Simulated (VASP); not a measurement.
C: single point with HSE06

Crystal: C.

```
C
1.0
     2.14141   -1.23642    0.00000
     2.14141    1.23642    0.00000
    -1.38820    0.00000    3.52603
C
2
Direct
  0.16664 0.16664 0.99991
  0.83336 0.83336 0.00009
```

* Program: VASP 6.6.1
* Task: single point
* Functional: HSE06
* Potentials or basis: VASP PAW PBE potentials, release 64 (C)
* Cutoff: 520 eV
* k mesh: 8 × 8 × 4
* Occupations: fermi-dirac, width 0.05 eV
* Spin: no spin polarisation
* Dipole correction: no
* Grid for exact exchange (PRECFOCK): Normal
* Further INCAR settings: ALGO = Normal; EDIFF = 1e-06; NBANDS = 11
* Screening parameter: 0.2079 1/Å

| Property | Result |
| --- | --- |
| Pressure | -6.6 GPa |
| Largest force | 0.008 eV/Å |
| Band gap on the k mesh | 2.04 eV, direct |

Forces on the atoms (eV/Å):
```
C   -0.004  0.000  0.006
C    0.004  0.000 -0.006
```

Stress tensor (GPa, compression positive):
```
-10.57   0.00  -0.03
  0.00 -10.61   0.00
 -0.03   0.00   1.40
```

Levels at points of the mesh, in eV from the valence-band top:
```csv
k point,band 2,band 3,band 4,band 5,band 6,band 7
"(0.00, 0.00, 0.00)",-6.94,-3.03,-3.02,5.24,10.18,10.18
"(0.50, 0.00, 0.00)",-14.11,-6.64,-1.58,3.36,9.19,13.18
"(0.50, 0.50, 0.00)",-14.05,-6.68,-2.17,2.73,8.89,14.62
"(0.00, 0.00, 0.50)",-8.61,-3.04,-3.03,10.14,10.14,11.12
"(0.50, 0.00, 0.50)",-14.04,-6.68,-2.21,2.68,8.89,14.72
"(0.50, 0.50, 0.50)",-14.10,-6.64,-1.62,3.30,9.19,13.29
```

Wall time 11 min on 1 thread of Intel(R) Xeon(R) Platinum 8488C (Sapphire Rapids), with other jobs on the host, peak memory 0.23 GiB.

Caveat: the k points lie up to 0.45 Å⁻¹ apart; the PAW data sets were made with another functional, which shifts forces and pressure a little; this functional lacks dispersion, which binds the layers, so the pressure and a relaxed spacing across them are unreliable. A k mesh can miss the band edges.
